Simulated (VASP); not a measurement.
# SnSe (P1) in VASP: single point with PBE

Aim: the single point of SnSe with PBE.

Program: VASP 6.6.1. These are calculated values, not measurements. Logs are shortened: lines on timing, memory, paths and dates and some standing lists are left out, and cuts for length are marked.

## Step 1: The cell of the first run

The typed cell holds 16 atoms: a = 8.443 Å, b = 8.443 Å, c = 8.443 Å, α = 60.00°, β = 60.00°, γ = 60.00°.

## Step 2: Single point, PBE

Input file INCAR:

```
SYSTEM = SnSe
PREC = Accurate
ENCUT = 520
EDIFF = 1E-6
ISMEAR = -1
SIGMA = 0.02
LREAL = Auto
LASPH = .TRUE.
NELM = 60
ALGO = Normal
ISIF = 2
LWAVE = .FALSE.
LCHARG = .TRUE.
GGA = PE
LELF = .TRUE.
LVHAR = .TRUE.
NBANDS = 94
```

Input file KPOINTS:

```
regular mesh
0
G
  2 2 2
  0 0 0
```

Input file POSCAR:

```
SnSe
1.0
    0.0000000000      5.9697789912      5.9697789912
    5.9697789912      0.0000000000      5.9697789912
    5.9697789912      5.9697789912      0.0000000000
Sn Se
8 8
Direct
    0.0076963486      0.0023381938     -0.0067891123
   -0.0000705219     -0.0057439312      0.5022303178
   -0.0005093991      0.5069249640     -0.0031113380
    0.0001666728      0.4995221774      0.5034993765
    0.4995106191     -0.0034746680      0.0055576597
    0.5033673783      0.0059082589      0.4999716077
    0.5045882778      0.5014168036     -0.0064757004
    0.4994331456      0.4899547377      0.5052442485
    0.2459456208      0.2521332870      0.2533685087
    0.2388125259      0.2536802455      0.7508942972
    0.2545087519      0.7552569378      0.2423109804
    0.2508508275      0.7543981120      0.7439446262
    0.7486745333      0.2445954033      0.2528178183
    0.7583644230      0.2443244553      0.7519926628
    0.7449963402      0.7622344993      0.2450217172
    0.7506266993      0.7500204793      0.7532663281
```

Potentials or basis: VASP PAW PBE potentials, release 64 (Sn_d, Se).

Started as:

```
> cat potpaw_PBE.64/Sn_d/POTCAR potpaw_PBE.64/Se/POTCAR > POTCAR
> mpirun -np 1 vasp_std > vasp.out
```

OUTCAR:

```text
SYSTEM = SnSe
   PREC = Accurate
   ENCUT = 520
   EDIFF = 1E-6
   ISMEAR = -1
   LREAL = Auto
   LASPH = .TRUE.
   NELM = 60
   ISIF = 2
   GGA = PE

 ion  position               nearest neighbor table
   1  0.008  0.002  0.993-  10 2.88  14 2.93  11 2.96  12 2.97  13 3.00  15 3.00
   2  1.000  0.994  0.502-  12 2.94  16 2.95  11 2.98  14 2.98  13 2.99   9 3.01
   3  0.999  0.507  0.997-  16 2.94  12 2.98  10 2.98   9 3.00  15 3.01  13 3.06
   4  0.000  0.500  0.503-  10 2.90  14 2.97   9 2.97  16 2.99  11 3.05  15 3.07
   5  0.500  0.997  0.006-  15 2.90  11 2.90  16 2.98   9 3.01  14 3.02  10 3.08
   6  0.503  0.006  0.500-  13 2.89  15 2.98  10 2.98  16 2.99   9 3.01  12 3.01
[... 8 lines left out ...]
  15  0.745  0.762  0.245-   5 2.90   6 2.98   1 3.00   3 3.01   4 3.07   8 3.09
  16  0.751  0.750  0.753-   3 2.94   2 2.95   7 2.95   5 2.98   4 2.99   6 2.99

  LATTYP: Found a face centered cubic cell.
 ALAT       =    11.9395579824

  Lattice vectors:

 A1 = (   0.0000000000,   5.9697789912,   5.9697789912)
 A2 = (   5.9697789912,   0.0000000000,   5.9697789912)
 A3 = (   5.9697789912,   5.9697789912,   0.0000000000)

Analysis of symmetry for initial positions (statically):
=====================================================================
 Subroutine PRICEL returns:
 Original cell was already a primitive cell.

 Routine SETGRP: Setting up the symmetry group for a
 face centered cubic supercell.

 Subroutine GETGRP returns: Found  1 space group operations
 (whereof  1 operations were pure point group operations)
 out of a pool of 48 trial point group operations.

The static configuration has the point symmetry C_1 .

Analysis of symmetry for dynamics (positions and initial velocities):
=====================================================================
 Subroutine PRICEL returns:
 Original cell was already a primitive cell.

 Routine SETGRP: Setting up the symmetry group for a
 face centered cubic supercell.

 Subroutine GETGRP returns: Found  1 space group operations
 (whereof  1 operations were pure point group operations)
 out of a pool of 48 trial point group operations.

The dynamic configuration has the point symmetry C_1 .

 Subroutine INISYM returns: Found  1 space group operations
 (whereof  1 operations are pure point group operations),
 and found     1 'primitive' translations

----------------------------------------------------------------------------------------
[... 109 lines left out ...]
   NFREE  =      0    steps in history (QN), initial steepest desc. (CG)
   ISIF   =      2    stress and relaxation
   ISYM   =      2    0-nonsym 1-usesym 2-fastsym
   POTIM  = 0.5000    time-step for ionic-motion
   TEBEG  =    0.0;   TEEND  =   0.0 temperature during run
   PSTRESS=    0.0 pullay stress
   NELECT =     160.0000    total number of electrons
   NUPDOWN=      -1.0000    fix difference up-down
   EMIN   =  10.00;   EMAX   =-10.00  energy-range for DOS
   EFERMI =   0.00;   METHOD = LEGACY
   ISMEAR =    -1;   SIGMA  =   0.02  broadening in eV -4-tet -1-fermi 0-gaus
   EFERMI_NEDOS =   21; number of points for ismear=-14 and -15
   IALGO  =     38    algorithm
   IMIX   =      4    mixing-type and parameters
     AMIX     =   0.40;   BMIX     =  1.00
     AMIX_MAG =   1.60;   BMIX_MAG =  1.00
  volume/ion in A,a.u.               =      26.59       179.47
  Fermi-wavevector in a.u.,A,eV,Ry     =   1.181626  2.232949 18.996987  1.396239
  Thomas-Fermi vector in A             =   2.317895
   LORBIT       =      0    0 simple, 1 ext, 2 COOP (PROOUT), +10 PAW based schemes
   GGA     = PE    functional components
   LHFCALC =     F    Hartree Fock is set to
   AEXX    =    0.0000 exact exchange contribution
   IVDW    =     0    specifies the selected vdW correction
   LEPSILON=     F    determine dielectric tensor
   LRPA    =     F    only Hartree local field effects (RPA)
 non-spin polarized calculation
  energy-cutoff  :      520.00
  volume of cell :      425.51
 maximum number of plane-waves:     11575
 NGX is ok and might be reduce to    64
   NGX = 31   NGY = 31   NGZ = 31

 number of electron     160.0000001 magnetization

 Free energy of the ion-electron system (eV)
  ---------------------------------------------------
  ext. energy  EPLUGINS =         0.00000000
  ---------------------------------------------------
  free energy    TOTEN  =       -66.04190760 eV

  energy without entropy =      -66.04190756  energy(sigma->0) =      -66.04190758

 E-fermi :   6.1475     XC(G=0):  -9.7411

 val. band max:        5.8224200090   @ k =   0.0000   0.0000   0.0000
 cond. band min:       6.4698673792   @ k =   0.0000   0.0000   0.0000
 fundamental gap:      0.6474473702
 Fermi energy:         6.1475469451

 k-point     1 :       0.0000    0.0000    0.0000
  band No.  band energies     occupation
      1     -15.8226      2.00000
      2     -15.8219      2.00000
      3     -15.8143      2.00000
      4     -15.8055      2.00000
      5     -15.8041      2.00000
      6     -15.8038      2.00000
[... 749 lines left out ...]
     91       7.8803      0.00000
     92       8.1595      0.00000
 [bands above 92 left out]

------------------------ aborting loop because EDIFF is reached ----------------------------------------

  FORCE on cell =-STRESS in cart. coord.  units (eV):
  Direction    XX          YY          ZZ          XY          YZ          ZX
  --------------------------------------------------------------------------------------
  -------------------------------------------------------------------------------------
  Total        2.3439943      2.7310160      2.8418087      0.0032944      0.0389179      0.0076662
  in kB        8.8259688     10.2832423     10.7004160      0.0124045      0.1465398      0.0288659
  external PRESSURE =       9.9365424 kB  Pullay stress =       0.0000000 kB

 VOLUME and BASIS-vectors are now :
 -----------------------------------------------------------------------------
  energy-cutoff  :      520.00
  volume of cell :      425.51
      direct lattice vectors                 reciprocal lattice vectors
     0.000000000  5.969778991  5.969778991    -0.083755194  0.083755194  0.083755194
     5.969778991  0.000000000  5.969778991     0.083755194 -0.083755194  0.083755194
     5.969778991  5.969778991  0.000000000     0.083755194  0.083755194 -0.083755194

 POSITION                                       TOTAL-FORCE (eV/Angst)
 -----------------------------------------------------------------------------------
      5.94321      5.97519      0.05990         0.013457      0.038380     -0.293862
      8.93369      8.96756     11.90485        -0.010969     -0.000575      0.216627
      8.97743     11.91794      8.99297         0.102817      0.176577     -0.042468
      5.98782      3.00677      2.98303        -0.120007     -0.155317      0.010928
      5.98221      3.01515      8.93100         0.111428      0.046682      0.091648
      3.01999      5.98971      3.04026        -0.141226     -0.144254     -0.128389
[... 8 lines left out ...]
      6.01310      5.91019      8.99784        -0.094217      0.125106     -0.201654
      8.97429      8.97791      8.95853         0.002834     -0.090353     -0.034696
 -----------------------------------------------------------------------------------
    total drift:                               -0.026212      0.006808      0.000071

  FREE ENERGIE OF THE ION-ELECTRON SYSTEM (eV)
  ---------------------------------------------------
  free  energy   TOTEN  =       -66.0419075981 eV

  energy  without entropy=      -66.0419075609  energy(sigma->0) =      -66.04190758
```

Wall time 17 min (1 thread of Oxide Virtual Turin-like, shared host); peak memory 0.61 GiB.

What came out:

```yaml
Free_energy: -66.0419 eV
Pressure: 1.0 GPa
Largest_force: 0.310 eV/Å
Band_gap_on_the_k_mesh: 0.65 eV
```

Forces on the atoms (eV/Å):
```
Sn   0.013  0.038 -0.294
Sn  -0.011 -0.001  0.217
Sn   0.103  0.177 -0.042
Sn  -0.120 -0.155  0.011
Sn   0.111  0.047  0.092
Sn  -0.141 -0.144 -0.128
Sn   0.024  0.066 -0.179
Sn   0.017 -0.026  0.262
Se  -0.048  0.008  0.065
Se   0.022  0.118  0.286
Se   0.003  0.169 -0.212
Se  -0.024  0.077 -0.115
Se   0.081 -0.126  0.256
Se   0.062 -0.282  0.018
Se  -0.094  0.125 -0.202
Se   0.003 -0.090 -0.035
```

Stress tensor (GPa, compression positive):
```
0.88 0.00 0.00
0.00 1.03 0.01
0.00 0.01 1.07
```

Caveat: the k points lie up to 0.46 Å⁻¹ apart; the atoms stand as in a frame of molecular dynamics; semilocal functionals underestimate gaps, and a narrow one can read as zero; spin-orbit coupling is left out, which moves the levels of the heavy elements. A k mesh can miss the band edges.
